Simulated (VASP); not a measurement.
# WC (Fm-3m) in VASP: settings compared

The runs below take WC through single point, with r2SCAN, HSE06, PBE0.

Program: VASP 6.6.1. These are calculated values, not measurements. Logs are shortened: lines on timing, memory, paths and dates and some standing lists are left out, and cuts for length are marked.

### Step 1. The cell of the first run

The structure is cubic, space group Fm-3m (No. 225). Conventional cell: a = 4.443 Å, b = 4.443 Å, c = 4.443 Å, α = 90.00°, β = 90.00°, γ = 90.00°. Within 2.9 Å of W (site symmetry m-3m) lie 6 C at 2.22 Å. Within 2.9 Å of C (site symmetry m-3m) lie 6 W at 2.22 Å.

### Step 2. Single point, r2SCAN

The input, POSCAR:

```
WC
1.0
    0.0000000000      2.2215384142      2.2215384142
    2.2215384142      0.0000000000      2.2215384142
    2.2215384142      2.2215384142      0.0000000000
W C
1 1
Direct
    0.0000000000      0.0000000000      0.0000000000
    0.5000000000      0.5000000000      0.5000000000
```

The input, INCAR.step1:

```
SYSTEM = WC
PREC = Accurate
ENCUT = 910
ISMEAR = -1
SIGMA = 0.05
LREAL = .False.
LASPH = .True.
NELM = 120
NBANDS = 16
GGA = PE
ALGO = Normal
EDIFF = 1E-5
LWAVE = .True.
LCHARG = .False.
GGA_COMPAT = .False.
```

The input, INCAR.step2:

```
SYSTEM = WC
PREC = Accurate
ENCUT = 910
EDIFF = 1E-6
ISMEAR = -1
SIGMA = 0.05
LREAL = .False.
LASPH = .True.
NELM = 120
ALGO = Normal
ISIF = 2
LWAVE = .False.
LCHARG = .False.
METAGGA = R2SCAN
LMIXTAU = .True.
NBANDS = 16
ISTART = 1
GGA_COMPAT = .False.
```

The input, KPOINTS:

```
Automatic mesh
0
Gamma
  10 10 10
  0 0 0
```

Potentials or basis: VASP PAW PBE potentials, release 64 (W_sv, C_h).

Started as:

```
cat potpaw_PBE.64/W_sv/POTCAR potpaw_PBE.64/C_h/POTCAR > POTCAR
cp INCAR.step1 INCAR
mpirun -np 1 vasp_std > vasp.out
cp INCAR.step2 INCAR
mpirun -np 1 vasp_std > vasp.out
```

OUTCAR:

```text
SYSTEM = WC
   PREC = Accurate
   ENCUT = 910
   EDIFF = 1E-6
   ISMEAR = -1
   LREAL = .False.
   LASPH = .True.
   NELM = 120
   ISIF = 2
   METAGGA = R2SCAN
   ISTART = 1

 ion  position               nearest neighbor table
   1  0.000  0.000  0.000-   2 2.22   2 2.22   2 2.22   2 2.22   2 2.22   2 2.22
   2  0.500  0.500  0.500-   1 2.22   1 2.22   1 2.22   1 2.22   1 2.22   1 2.22

  LATTYP: Found a face centered cubic cell.
 ALAT       =     4.4430768284

  Lattice vectors:

 A1 = (   0.0000000000,   2.2215384142,   2.2215384142)
 A2 = (   2.2215384142,   0.0000000000,   2.2215384142)
 A3 = (   2.2215384142,   2.2215384142,   0.0000000000)

Analysis of symmetry for initial positions (statically):
=====================================================================
 Subroutine PRICEL returns:
 Original cell was already a primitive cell.

 Routine SETGRP: Setting up the symmetry group for a
 face centered cubic supercell.

 Subroutine GETGRP returns: Found 48 space group operations
 (whereof 48 operations were pure point group operations)
 out of a pool of 48 trial point group operations.

The static configuration has the point symmetry O_h .

Analysis of symmetry for dynamics (positions and initial velocities):
=====================================================================
 Subroutine PRICEL returns:
 Original cell was already a primitive cell.

 Routine SETGRP: Setting up the symmetry group for a
 face centered cubic supercell.

 Subroutine GETGRP returns: Found 48 space group operations
 (whereof 48 operations were pure point group operations)
 out of a pool of 48 trial point group operations.

The dynamic configuration has the point symmetry O_h .

 Subroutine INISYM returns: Found 48 space group operations
 (whereof 48 operations are pure point group operations),
 and found     1 'primitive' translations

----------------------------------------------------------------------------------------

                                     Primitive cell

  volume of cell :      21.9276

  direct lattice vectors                    reciprocal lattice vectors
     0.000000000  2.221538414  2.221538414    -0.225069257  0.225069257  0.225069257
[... 81 lines left out ...]
   LNONCOLLINEAR =      F non collinear calculations
   LSORBIT =      F    spin-orbit coupling
   LASPH  =      T    aspherical Exc in radial PAW
   ENCUT  =  910.0 eV  66.88 Ry    8.18 a.u.   7.73  7.73  7.73*2*pi/ulx,y,z
   NELM   =    120;   NELMIN=  2; NELMDL=  0     # of ELM steps
   EDIFF  = 0.1E-05   stopping-criterion for ELM
   LREAL  =      F    real-space projection
   EDIFFG = 0.1E-04   stopping-criterion for IOM
   NSW    =      0    number of steps for IOM
   IBRION =     -1    ionic relax: 0-MD 1-quasi-New 2-CG
   NFREE  =      0    steps in history (QN), initial steepest desc. (CG)
   ISIF   =      2    stress and relaxation
   ISYM   =      2    0-nonsym 1-usesym 2-fastsym
   POTIM  = 0.5000    time-step for ionic-motion
   TEBEG  =    0.0;   TEEND  =   0.0 temperature during run
   PSTRESS=    0.0 pullay stress
   NELECT =      18.0000    total number of electrons
   NUPDOWN=      -1.0000    fix difference up-down
   EMIN   =  10.00;   EMAX   =-10.00  energy-range for DOS
   EFERMI =   0.00;   METHOD = LEGACY
   ISMEAR =    -1;   SIGMA  =   0.05  broadening in eV -4-tet -1-fermi 0-gaus
   EFERMI_NEDOS =   21; number of points for ismear=-14 and -15
   IALGO  =     38    algorithm
   IMIX   =      4    mixing-type and parameters
     AMIX     =   0.40;   BMIX     =  1.00
     AMIX_MAG =   1.60;   BMIX_MAG =  1.00
  volume/ion in A,a.u.               =      10.96        73.99
  Fermi-wavevector in a.u.,A,eV,Ry     =   1.532858  2.896681 31.968966  2.349653
  Thomas-Fermi vector in A             =   2.640005
   LORBIT       =      0    0 simple, 1 ext, 2 COOP (PROOUT), +10 PAW based schemes
   METAGGA = R2SCAN    functional components
   LHFCALC =     F    Hartree Fock is set to
   AEXX    =    0.0000 exact exchange contribution
   IVDW    =     0    specifies the selected vdW correction
   LEPSILON=     F    determine dielectric tensor
   LRPA    =     F    only Hartree local field effects (RPA)
 non-spin polarized calculation
  energy-cutoff  :      910.00
  volume of cell :       21.93
 maximum number of plane-waves:      1387
   NGX = 15   NGY = 15   NGZ = 15

 number of electron      18.0000000 magnetization

 Free energy of the ion-electron system (eV)
  ---------------------------------------------------
  ext. energy  EPLUGINS =         0.00000000
  ---------------------------------------------------
  free energy    TOTEN  =       -60.59565680 eV

  energy without entropy =      -60.58950080  energy(sigma->0) =      -60.59257880

 E-fermi :  12.1790     XC(G=0): -14.5998

 val. band max:       12.0594544032   @ k =   0.3000   0.2000   0.1000
 cond. band min:      12.2291783253   @ k =   0.3000   0.3000   0.0000
 fundamental gap:      0.1697239221
 Fermi energy:        12.1790449082

 k-point     1 :       0.0000    0.0000    0.0000
  band No.  band energies     occupation
      1     -65.3550      2.00000
      2     -28.6946      2.00000
      3     -28.6946      2.00000
      4     -28.6946      2.00000
      5      -4.2272      2.00000
      6       9.4364      2.00000
[... 433 lines left out ...]
      3     -28.8559      2.00000
      4     -28.8399      2.00000
      5      -1.8464      2.00000
      6       4.9406      2.00000
[... 8 lines left out ...]
     15      24.3750      0.00000
     16      27.9047      0.00000

 [... further k-points ...]

------------------------ aborting loop because EDIFF is reached ----------------------------------------

  FORCE on cell =-STRESS in cart. coord.  units (eV):
  Direction    XX          YY          ZZ          XY          YZ          ZX
  --------------------------------------------------------------------------------------
  -------------------------------------------------------------------------------------
  Total       -2.3337782     -2.3337782     -2.3337782      0.0000000     -0.0000000      0.0000000
  in kB     -170.5213180   -170.5213180   -170.5213180      0.0000000     -0.0000000      0.0000000
  external PRESSURE =    -170.5213180 kB  Pullay stress =       0.0000000 kB

 VOLUME and BASIS-vectors are now :
 -----------------------------------------------------------------------------
  energy-cutoff  :      910.00
  volume of cell :       21.93
      direct lattice vectors                 reciprocal lattice vectors
     0.000000000  2.221538414  2.221538414    -0.225069257  0.225069257  0.225069257
     2.221538414  0.000000000  2.221538414     0.225069257 -0.225069257  0.225069257
     2.221538414  2.221538414  0.000000000     0.225069257  0.225069257 -0.225069257

 POSITION                                       TOTAL-FORCE (eV/Angst)
 -----------------------------------------------------------------------------------
      0.00000      0.00000      0.00000        -0.000000     -0.000000      0.000000
      2.22154      2.22154      2.22154         0.000000      0.000000     -0.000000
 -----------------------------------------------------------------------------------
    total drift:                                0.000000     -0.000000     -0.000000

  FREE ENERGIE OF THE ION-ELECTRON SYSTEM (eV)
  ---------------------------------------------------
  free  energy   TOTEN  =       -60.5956568020 eV

  energy  without entropy=      -60.5895007985  energy(sigma->0) =      -60.59257880
```

OSZICAR.step1:

```text
N       E                     dE             d eps       ncg     rms          rms(c)
DAV:   1     0.150511169339E+03    0.15051E+03   -0.13026E+04  1504   0.185E+03
DAV:   2    -0.192617475498E+02   -0.16977E+03   -0.16355E+03  1856   0.434E+02
DAV:   3    -0.249733644806E+02   -0.57116E+01   -0.56631E+01  1624   0.683E+01
DAV:   4    -0.250147468988E+02   -0.41382E-01   -0.41377E-01  1936   0.662E+00
DAV:   5    -0.250150206505E+02   -0.27375E-03   -0.27375E-03  1640   0.539E-01    0.283E+01
DAV:   6    -0.216726722737E+02    0.33423E+01   -0.88808E+00  2080   0.277E+01    0.675E+00
DAV:   7    -0.215678386207E+02    0.10483E+00   -0.58479E-01  1576   0.626E+00    0.574E+00
DAV:   8    -0.215422065960E+02    0.25632E-01   -0.10623E-01  1704   0.298E+00    0.134E+00
DAV:   9    -0.215400039136E+02    0.22027E-02   -0.42290E-03  1616   0.653E-01    0.965E-02
DAV:  10    -0.215399344060E+02    0.69508E-04   -0.51385E-04  1864   0.241E-01    0.167E-02
DAV:  11    -0.215399380933E+02   -0.36873E-05   -0.11771E-05  1240   0.362E-02
   1 F= -.21539938E+02 E0= -.21536560E+02  d E =-.675667E-02
```

It took 78 s on 1 thread of Intel Xeon Platinum 8488C (Sapphire Rapids), shared host; peak memory 0.21 GiB.

Results:

| Property | Result |
| --- | --- |
| Free energy | -60.5957 eV |
| Pressure | -17.1 GPa |
| Band gap on the k mesh | zero (bands 9 and 10 overlap by 3.12 eV) |

Levels at points of the mesh, in eV from the Fermi level:
```
           k point  band 7  band 8  band 9  band 10  band 11  band 12
(0.00, 0.00, 0.00)   -2.74   -2.74   -1.14    -1.14    -1.14    -1.04
(0.50, 0.00, 0.00)   -6.70   -6.70    0.96     0.96     2.28     5.25
(0.50, 0.50, 0.00)   -5.62   -2.68   -2.68     0.73     2.13     2.13
```

Caveat: the cutoff is under 1.25 times the usual one of these potentials, so pressure, stress and relaxed cells hold a basis-set (Pulay) error; the cell stands under tension; the PAW data sets were made with another functional, which shifts forces and pressure a little; spin-orbit coupling is left out, which moves the levels of the heavy elements.

[end of part 1 of 2]
